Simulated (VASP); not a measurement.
# ZnO (P6_3mc) in VASP: notebook

Runs on ZnO. Level: PBE. Tasks: single point.

All numbers are computed with VASP 6.6.1; they aren't measurements. Logs are shortened: lines on timing, memory, paths and dates and some standing lists are left out, and cuts for length are marked.

## (1) The cell of the first run

The structure is hexagonal, space group P6_3mc (No. 186). Conventional cell: a = 3.235 Å, b = 3.235 Å, c = 5.107 Å, α = 90.00°, β = 90.00°, γ = 120.00°. Zn (site symmetry 3m) has 4 O at 1.96 to 1.97 Å within 2.6 Å. O (site symmetry 3m) has 4 Zn at 1.96 to 1.97 Å within 2.6 Å.

## (2) Single point, PBE (uniaxial z strain -2.0%)

Input file INCAR:

```
SYSTEM = ZnO
  ALGO = Normal
  EDIFF = 1E-6
  ENCUT = 520
  GGA = PE
  ISIF = 2
  ISMEAR = -1
  LASPH = .True.
  LCHARG = .False.
  LREAL = .False.
  LWAVE = .False.
  NBANDS = 26
  NELM = 80
  PREC = Accurate
  SIGMA = 0.02
```

Input file KPOINTS:

```
k-points
0
Gamma
  12 12 6
  0 0 0
```

Input file POSCAR:

```
ZnO
1.0
    3.2353408669      0.0000000000      0.0000000000
   -1.6176704335      2.8018873806      0.0000000000
    0.0000000000      0.0000000000      5.1067327949
Zn O
2 2
Direct
    0.3333333333      0.6666666667     -0.0051370691
    0.6666666667      0.3333333333      0.4948629309
    0.3333333333      0.6666666667      0.3801370691
    0.6666666667      0.3333333333      0.8801370691
```

Potentials or basis: VASP PAW PBE potentials, release 64 (Zn, O).

Started as:

```bash
$ cat potpaw_PBE.64/Zn/POTCAR potpaw_PBE.64/O/POTCAR > POTCAR
$ mpirun -np 1 vasp_std > vasp.out
```

OUTCAR:

```text
SYSTEM = ZnO
   EDIFF = 1E-6
   ENCUT = 520
   GGA = PE
   ISIF = 2
   ISMEAR = -1
   LASPH = .True.
   LREAL = .False.
   NELM = 80
   PREC = Accurate

 ion  position               nearest neighbor table
   1  0.333  0.667  0.995-   4 1.96   4 1.96   4 1.96   3 1.97
   2  0.667  0.333  0.495-   3 1.96   3 1.96   3 1.96   4 1.97
   3  0.333  0.667  0.380-   2 1.96   2 1.96   2 1.96   1 1.97
   4  0.667  0.333  0.880-   1 1.96   1 1.96   1 1.96   2 1.97

  LATTYP: Found a hexagonal cell.
 ALAT       =     3.2353408669
 C/A-ratio  =     1.5784218742

  Lattice vectors:

 A1 = (   3.2353408669,   0.0000000000,   0.0000000000)
 A2 = (  -1.6176704335,   2.8018873806,   0.0000000000)
 A3 = (   0.0000000000,   0.0000000000,   5.1067327949)

Analysis of symmetry for initial positions (statically):
=====================================================================
 Subroutine PRICEL returns:
 Original cell was already a primitive cell.

 Routine SETGRP: Setting up the symmetry group for a
 hexagonal supercell.

 Subroutine GETGRP returns: Found 12 space group operations
 (whereof  6 operations were pure point group operations)
 out of a pool of 24 trial point group operations.

The static configuration has the point symmetry C_3v.
 The point group associated with its full space group is C_6v.

Analysis of symmetry for dynamics (positions and initial velocities):
=====================================================================
 Subroutine PRICEL returns:
 Original cell was already a primitive cell.

 Routine SETGRP: Setting up the symmetry group for a
 hexagonal supercell.

 Subroutine GETGRP returns: Found 12 space group operations
 (whereof  6 operations were pure point group operations)
 out of a pool of 24 trial point group operations.

The dynamic configuration has the point symmetry C_3v.
 The point group associated with its full space group is C_6v.

 Subroutine INISYM returns: Found 12 space group operations
 (whereof  6 operations are pure point group operations),
 and found     1 'primitive' translations

----------------------------------------------------------------------------------------

                                     Primitive cell

  volume of cell :      46.2928

  direct lattice vectors                    reciprocal lattice vectors
     3.235340867  0.000000000  0.000000000     0.309086443  0.178451141  0.000000000
    -1.617670434  2.801887381  0.000000000     0.000000000  0.356902282  0.000000000
     0.000000000  0.000000000  5.106732795     0.000000000  0.000000000  0.195819919

  length of vectors
     3.235340867  3.235340867  5.106732795     0.356902282  0.356902282  0.195819919

  position of ions in fractional coordinates (direct lattice)
     0.333333333  0.666666667  0.994862931
     0.666666667  0.333333333  0.494862931
     0.333333333  0.666666667  0.380137069
     0.666666667  0.333333333  0.880137069

  ion indices of the primitive-cell ions
   primitive index   ion index
                 1           1
                 2           2
                 3           3
                 4           4

----------------------------------------------------------------------------------------

 KPOINTS: k-points

Automatic generation of k-mesh.
 Grid dimensions read from file:
 generate k-points for:   12   12    6

 Generating k-lattice:

  Cartesian coordinates                     Fractional coordinates (reciprocal lattice)
     0.025757204  0.014870928  0.000000000     0.083333333 -0.000000000  0.000000000
     0.000000000  0.029741857  0.000000000     0.000000000  0.083333333  0.000000000
     0.000000000  0.000000000  0.032636653     0.000000000  0.000000000  0.166666667

  Length of vectors
     0.029741857  0.029741857  0.032636653

  Shift w.r.t. Gamma in fractional coordinates (k-lattice)
     0.000000000  0.000000000  0.000000000

 Subroutine IBZKPT returns following result:
 ===========================================

 Found     76 irreducible k-points:

 Following reciprocal coordinates:
            Coordinates               Weight
  0.000000  0.000000  0.000000      1.000000
  0.083333  0.000000  0.000000      6.000000
  0.166667  0.000000  0.000000      6.000000
  0.250000  0.000000  0.000000      6.000000
  0.333333  0.000000  0.000000      6.000000
  0.416667  0.000000  0.000000      6.000000
[... 16 lines left out ...]
  0.250000  0.000000  0.166667     12.000000
  0.333333  0.000000  0.166667     12.000000
 [... further k-points ...]
   k-points           NKPTS =     76   k-points in BZ     NKDIM =     76   number of bands    NBANDS=     26
   number of dos      NEDOS =    301   number of ions     NIONS =      4
   total plane-waves  NPLWV =  23040
   dimension x,y,z NGX =    24 NGY =   24 NGZ =   40
   dimension x,y,z NGXF=    48 NGYF=   48 NGZF=   80
   ions per type =               2   2
   NGX,Y,Z   is equivalent  to a cutoff of  12.33, 12.33, 13.02 a.u.
   NGXF,Y,Z  is equivalent  to a cutoff of  24.66, 24.66, 26.04 a.u.
 SYSTEM =  ZnO
   PREC   = accura    normal or accurate (medium, high low for compatibility)
   ISTART =      0    job   : 0-new  1-cont  2-samecut
   ICHARG =      2    charge: 1-file 2-atom 10-const
   ISPIN  =      1    spin polarized calculation?
   LNONCOLLINEAR =      F non collinear calculations
   LSORBIT =      F    spin-orbit coupling
   LASPH  =      T    aspherical Exc in radial PAW
   ENCUT  =  520.0 eV  38.22 Ry    6.18 a.u.   6.02  6.02  9.50*2*pi/ulx,y,z
   NELM   =     80;   NELMIN=  2; NELMDL= -5     # of ELM steps
   EDIFF  = 0.1E-05   stopping-criterion for ELM
   LREAL  =      F    real-space projection
   EDIFFG = 0.1E-04   stopping-criterion for IOM
   NSW    =      0    number of steps for IOM
   IBRION =     -1    ionic relax: 0-MD 1-quasi-New 2-CG
   NFREE  =      0    steps in history (QN), initial steepest desc. (CG)
   ISIF   =      2    stress and relaxation
   ISYM   =      2    0-nonsym 1-usesym 2-fastsym
   POTIM  = 0.5000    time-step for ionic-motion
   TEBEG  =    0.0;   TEEND  =   0.0 temperature during run
   PSTRESS=    0.0 pullay stress
   NELECT =      36.0000    total number of electrons
   NUPDOWN=      -1.0000    fix difference up-down
   EMIN   =  10.00;   EMAX   =-10.00  energy-range for DOS
   EFERMI =   0.00;   METHOD = LEGACY
   ISMEAR =    -1;   SIGMA  =   0.02  broadening in eV -4-tet -1-fermi 0-gaus
   EFERMI_NEDOS =   21; number of points for ismear=-14 and -15
   IALGO  =     38    algorithm
   IMIX   =      4    mixing-type and parameters
     AMIX     =   0.40;   BMIX     =  1.00
     AMIX_MAG =   1.60;   BMIX_MAG =  1.00
  volume/ion in A,a.u.               =      11.57        78.10
  Fermi-wavevector in a.u.,A,eV,Ry     =   1.505466  2.844919 30.836637  2.266429
  Thomas-Fermi vector in A             =   2.616311
   LORBIT       =      0    0 simple, 1 ext, 2 COOP (PROOUT), +10 PAW based schemes
   GGA     = PE    functional components
   LHFCALC =     F    Hartree Fock is set to
   AEXX    =    0.0000 exact exchange contribution
   IVDW    =     0    specifies the selected vdW correction
   LEPSILON=     F    determine dielectric tensor
   LRPA    =     F    only Hartree local field effects (RPA)
 non-spin polarized calculation
  energy-cutoff  :      520.00
  volume of cell :       46.29
 maximum number of plane-waves:      1269
   NGX = 13   NGY = 13   NGZ = 19

 number of electron      36.0000043 magnetization

 Free energy of the ion-electron system (eV)
  ---------------------------------------------------
  ext. energy  EPLUGINS =         0.00000000
  ---------------------------------------------------
  free energy    TOTEN  =       -17.75167466 eV

  energy without entropy =      -17.75167466  energy(sigma->0) =      -17.75167466

 E-fermi :   1.9270     XC(G=0): -11.0601

 val. band max:        1.4531462199   @ k =   0.0000   0.0000   0.0000
 cond. band min:       2.2997415330   @ k =   0.0000   0.0000   0.0000
 fundamental gap:      0.8465953131
 Fermi energy:         1.9270319452

 k-point     1 :       0.0000    0.0000    0.0000
  band No.  band energies     occupation
      1     -16.8577      2.00000
      2     -16.0627      2.00000
      3      -4.3890      2.00000
      4      -4.3890      2.00000
      5      -4.3157      2.00000
      6      -4.2514      2.00000
[... 18 lines left out ...]
     25      15.6466      0.00000
     26      16.0224      0.00000

 k-point     2 :       0.0833    0.0000    0.0000
  band No.  band energies     occupation
      1     -16.8176      2.00000
      2     -16.0458      2.00000
      3      -4.4375      2.00000
      4      -4.3639      2.00000
      5      -4.2674      2.00000
      6      -4.2306      2.00000
[... 18 lines left out ...]
     25      15.7605      0.00000
     26      16.1167      0.00000

 k-point     3 :       0.1667    0.0000    0.0000
  band No.  band energies     occupation
      1     -16.7052      2.00000
      2     -16.0015      2.00000
      3      -4.5505      2.00000
      4      -4.2972      2.00000
      5      -4.2585      2.00000
      6      -4.1616      2.00000
[... 18 lines left out ...]
     25      15.7655      0.00000
     26      15.9207      0.00000

 k-point     4 :       0.2500    0.0000    0.0000
  band No.  band energies     occupation
      1     -16.5413      2.00000
      2     -15.9462      2.00000
      3      -4.6634      2.00000
      4      -4.2992      2.00000
      5      -4.2130      2.00000
      6      -4.0570      2.00000
[... 18 lines left out ...]
     25      14.9035      0.00000
     26      15.8218      0.00000
[... 496 lines left out ...]
      1     -16.6594      2.00000
      2     -16.0499      2.00000
      3      -4.5806      2.00000
      4      -4.3993      2.00000
      5      -4.2893      2.00000
      6      -4.1897      2.00000
[... 18 lines left out ...]
     25      14.9510      0.00000
     26      15.6718      0.00000

 k-point    23 :       0.2500    0.0000    0.1667
  band No.  band energies     occupation
      1     -16.5016      2.00000
      2     -15.9858      2.00000
      3      -4.6961      2.00000
      4      -4.4225      2.00000
      5      -4.2007      2.00000
      6      -4.0887      2.00000
[... 18 lines left out ...]
     25      14.8961      0.00000
     26      15.6590      0.00000

 k-point    24 :       0.3333    0.0000    0.1667
  band No.  band energies     occupation
      1     -16.3280      2.00000
      2     -15.9317      2.00000
      3      -4.7538      2.00000
      4      -4.4641      2.00000
      5      -4.1231      2.00000
      6      -3.9707      2.00000
[... 18 lines left out ...]
     25      15.0549      0.00000
     26      15.6055      0.00000

 [... further k-points ...]
[... 5 lines left out ...]
  --------------------------------------------------------------------------------------
  -------------------------------------------------------------------------------------
  Total        2.8428951      2.8428951      3.4164360     -0.0000000      0.0000000      0.0000000
  in kB       98.3914961     98.3914961    118.2415230     -0.0000000      0.0000000      0.0000000
  external PRESSURE =     105.0081717 kB  Pullay stress =       0.0000000 kB

 VOLUME and BASIS-vectors are now :
 -----------------------------------------------------------------------------
  energy-cutoff  :      520.00
  volume of cell :       46.29
      direct lattice vectors                 reciprocal lattice vectors
     3.235340867  0.000000000  0.000000000     0.309086443  0.178451141  0.000000000
    -1.617670434  2.801887381  0.000000000     0.000000000  0.356902282  0.000000000
     0.000000000  0.000000000  5.106732795     0.000000000  0.000000000  0.195819919

 POSITION                                       TOTAL-FORCE (eV/Angst)
 -----------------------------------------------------------------------------------
     -0.00000      1.86792      5.08050         0.000000      0.000000     -0.009311
      1.61767      0.93396      2.52713        -0.000000      0.000000     -0.009311
     -0.00000      1.86792      1.94126         0.000000      0.000000      0.009311
      1.61767      0.93396      4.49462        -0.000000     -0.000000      0.009311
 -----------------------------------------------------------------------------------
    total drift:                                0.000001      0.000002     -0.001929

  FREE ENERGIE OF THE ION-ELECTRON SYSTEM (eV)
  ---------------------------------------------------
  free  energy   TOTEN  =       -17.7516746614 eV

  energy  without entropy=      -17.7516746614  energy(sigma->0) =      -17.75167466
```

Run time: 2.2 min. Hardware: 1 thread of Intel Xeon 8259CL, shared host; peak memory 0.21 GiB.

What came out:

| Quantity | Value |
| --- | --- |
| Free energy | -17.7517 eV |
| Pressure | 10.5 GPa |
| Largest force | 0.009 eV/Å |
| Band gap on the k mesh | 0.85 eV |

Forces in eV/Å, atoms in the order of the input:
```
Zn   0.000  0.000 -0.009
Zn   0.000  0.000 -0.009
O    0.000  0.000  0.009
O    0.000  0.000  0.009
```

Caveat: the cell differs from its parent crystal (uniaxial z strain -2.0%); the cell stands under pressure.

## (3) Single point, PBE (uniaxial z strain -1.0%)

Input file INCAR:

```
SYSTEM = ZnO
ALGO = Normal ; EDIFF = 1E-7
ENCUT = 520 ; GGA = PE
ISIF = 2 ; ISMEAR = -1
LASPH = .True. ; LCHARG = .False.
LREAL = .False. ; LWAVE = .False.
NBANDS = 26 ; NELM = 80
PREC = Accurate ; SIGMA = 0.02
```

KPOINTS is that of step 2.

Input file POSCAR:

```
ZnO
1.0
    3.2353408669      0.0000000000      0.0000000000
   -1.6176704335      2.8018873806      0.0000000000
    0.0000000000      0.0000000000      5.1588423132
Zn O
2 2
Direct
    0.3333333333      0.6666666667     -0.0036448895
    0.6666666667      0.3333333333      0.4963551105
    0.3333333333      0.6666666667      0.3786448895
    0.6666666667      0.3333333333      0.8786448895
```

Potentials or basis: VASP PAW PBE potentials, release 64 (Zn, O).

Started as:

```bash
$ cat potpaw_PBE.64/Zn/POTCAR potpaw_PBE.64/O/POTCAR > POTCAR
$ mpirun -np 1 vasp_std > vasp.out
```

It took 2.2 min on 1 thread of Intel Xeon 8259CL, shared host; peak memory 0.21 GiB.

The run converged. Its results:

* Free energy: -17.7834 eV
* Pressure: 8.8 GPa
* Largest force: 0.007 eV/Å
* Band gap on the k mesh: 0.82 eV

Forces in eV/Å, atoms in the order of the input:
```
Zn   0.000  0.000 -0.007
Zn   0.000  0.000 -0.007
O    0.000  0.000  0.007
O    0.000  0.000  0.007
```

Stress tensor (GPa, compression positive):
```
8.40 0.00 0.00
0.00 8.40 0.00
0.00 0.00 9.55
```

Levels at points of the mesh, in eV from the valence-band top:
```tsv
k point	band 15	band 16	band 17	band 18	band 19	band 20	band 21	band 22
(0.00, 0.00, 0.00)	-0.82	-0.09	0.00	0.00	0.82	5.24	8.35	12.89
(0.50, 0.00, 0.00)	-2.86	-2.34	-1.29	-0.88	5.85	6.88	7.69	8.57
(0.00, 0.00, 0.50)	-0.40	-0.40	-0.40	-0.40	3.51	3.51	10.20	10.20
(0.50, 0.00, 0.50)	-1.57	-1.57	-1.36	-1.36	5.76	5.76	8.53	8.53
```

Caveat: the cell differs from its parent crystal (uniaxial z strain -1.0%); the cell stands under pressure.
